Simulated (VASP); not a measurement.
Runs of VASP 6.6.1 on AlNi (rocksalt type). The structure is that of space group Fm-3m (No. 225), or close to it. The cells are those of the table. 

```tsv
task	cell	cutoff (eV)	k mesh for the DOS	occupations for the DOS	gap on the mesh (eV)	pressure (GPa)
single point	a = 3.254 Å, angles 60.0°, 2 atoms	520	-	-	none	20.2
single point	a = 3.152 Å, angles 60.0°, 2 atoms	520	-	-	none	(a)
single point	a = 3.043 Å, angles 60.0°, 2 atoms	520	-	-	none	79.5
relaxation of cell and atoms	relaxed from a = 3.429 Å, angles 60.0°, 2 atoms	600	-	-	none	0.0
single point	a = 3.326 Å, angles 60.0°, 2 atoms	520	-	-	none	8.6
single point	a = 2.926 Å, angles 60.0°, 2 atoms	520	-	-	none	(b)
```

Alike in all rows: level PBEsol; potentials or basis VASP PAW PBE potentials, release 64 (Ni, Al); no spin polarisation; k mesh 14 × 14 × 14; smearing fermi-dirac 0.08 eV.

Estimate the missing entries.

(a) 43.3; (b) 137.8.

Caveats: the PAW data sets were made with another functional, which shifts forces and pressure a little.

A gap of «none» marks levels without a gap at the run's occupations.
